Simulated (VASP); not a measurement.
Set up this calculation in VASP 6.6.1, as the native input.

```yaml
Task: single point
Functional: BLYP
Potentials_or_basis: VASP PAW PBE potentials, release 64 (Ir)
Cutoff: 520 eV
k_mesh: 12 × 12 × 12
Occupations: fermi-dirac, width 0.15 eV
Spin: collinear spin
Starting_moments: "[1.0] μB"
Fixed_moment: 1 μB
Dipole_correction: no
Further_INCAR_settings: ALGO = Fast; EDIFF = 1e-06; NBANDS = 14
```

The structure of Ir lies in POSCAR:

```
Ir
1.0
    0.0000000000      1.9653779541      1.9653779541
    1.9653779541      0.0000000000      1.9653779541
    1.9653779541      1.9653779541      0.0000000000
Ir
1
Direct
    0.0000000000      0.0000000000      0.0000000000
```

These files were run (other wordings do the same):

INCAR

```
PREC = Accurate
ENCUT = 520
EDIFF = 1E-6
ISMEAR = -1
SIGMA = 0.15
LREAL = F
LASPH = T
NELM = 150
ALGO = Fast
ISIF = 2
LWAVE = F
LCHARG = T
ISPIN = 2
MAGMOM = 1
LORBIT = 11
NUPDOWN = 1.0
LMAXMIX = 4
GGA = B5
ALDAX = 1.0
AGGAX = 1.0
AGGAC = 1.0
ALDAC = 0.0
LELF = T
LVHAR = T
NBANDS = 14
```

KPOINTS

```
Automatic mesh
0
Gamma
  12 12 12
```

Potentials or basis: VASP PAW PBE potentials, release 64 (Ir).

Launch:

```sh
$ cat potpaw_PBE.64/Ir/POTCAR > POTCAR
$ mpirun -np 1 vasp_std > vasp.out
```

Results of the run:

```yaml
Pressure: 12.6 GPa
Net_moment: 1.00 μB per cell
Site_moments: Ir +0.98 μB
Valence_electrons_inside_the_program's_atomic_spheres: Ir 8.25
```

Caveat: the cell stands under pressure; the PAW data sets were made with another functional, which shifts forces and pressure a little; the total moment is fixed, so each spin has its own Fermi level.

It took 48 s on 1 thread of Intel Xeon 8259CL, on a shared host, peak memory 0.17 GiB.
